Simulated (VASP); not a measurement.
Set up this calculation in VASP 6.6.1, as the native input.

| Property | Result |
| --- | --- |
| Task | single point |
| Functional | PBE |
| Potentials or basis | VASP PAW PBE potentials, release 64 (Mg, O) |
| Cutoff | 520 eV |
| k mesh | 2 × 2 × 2 |
| Occupations | fermi-dirac, width 0.05 eV |
| Spin | no spin polarisation |
| Dipole correction | no |
| Further INCAR settings | LREAL = Auto; ALGO = Normal; EDIFF = 1e-06; NBANDS = 46 |

The structure of MgO lies in POSCAR:

```
MgO
1.0
    0.0000000000      4.3100000000      4.3100000000
    4.3100000000      0.0000000000      4.3100000000
    4.3100000000      4.3100000000      0.0000000000
Mg O
8 8
Direct
    0.0023085847      0.0025174014     -0.0917749420
    0.0188167053      0.0073317865      0.3939211137
    0.0568793503      0.4811716937     -0.1026334107
   -0.0091531323      0.5037006961      0.4040951276
    0.5529466357     -0.0636194896     -0.0715313225
    0.5232250580     -0.0348259861      0.3946635731
    0.5258468677      0.4311832947     -0.0560556845
    0.5005916473      0.4827262181      0.4263225058
    0.2764849188      0.2061600928      0.1855336427
    0.2653248260      0.2286658933      0.6730742459
    0.2569373550      0.7293039443      0.1331322506
    0.2758004640      0.7008816705      0.6661716937
    0.7813341067      0.2322621810      0.1635382831
    0.7825986079      0.2455220418      0.6359396752
    0.7683642691      0.7136774942      0.1759512761
    0.7738863109      0.7648839907      0.6291067285
```

The input as run:

INCAR

```
SYSTEM = MgO
ALGO = Normal ; EDIFF = 1E-6
ENCUT = 520 ; GGA = PE
ISIF = 2 ; ISMEAR = -1
LASPH = .True. ; LCHARG = .False.
LREAL = Auto ; LWAVE = .False.
NBANDS = 46 ; NELM = 80
PREC = Accurate ; SIGMA = 0.05
```

KPOINTS

```
k-points
0
Gamma
  2 2 2
  0 0 0
```

Potentials or basis: VASP PAW PBE potentials, release 64 (Mg, O).

Launch:

```sh
$ cat potpaw_PBE.64/Mg/POTCAR potpaw_PBE.64/O/POTCAR > POTCAR
$ mpirun -np 1 vasp_std > vasp.out
```

It gave:

The pressure is -1.3 GPa. The largest force is 2.784 eV/Å and the band gap on the k mesh is 3.45 eV, direct.

Caveat: the k points lie up to 0.63 Å⁻¹ apart; forces of over 1 eV/Å act on the atoms, so gaps and moduli don't describe the material at rest.

Run time: 85 s on 1 thread of Intel(R) Xeon(R) Platinum 8488C (Sapphire Rapids) (shared host), peak memory 0.32 GiB.
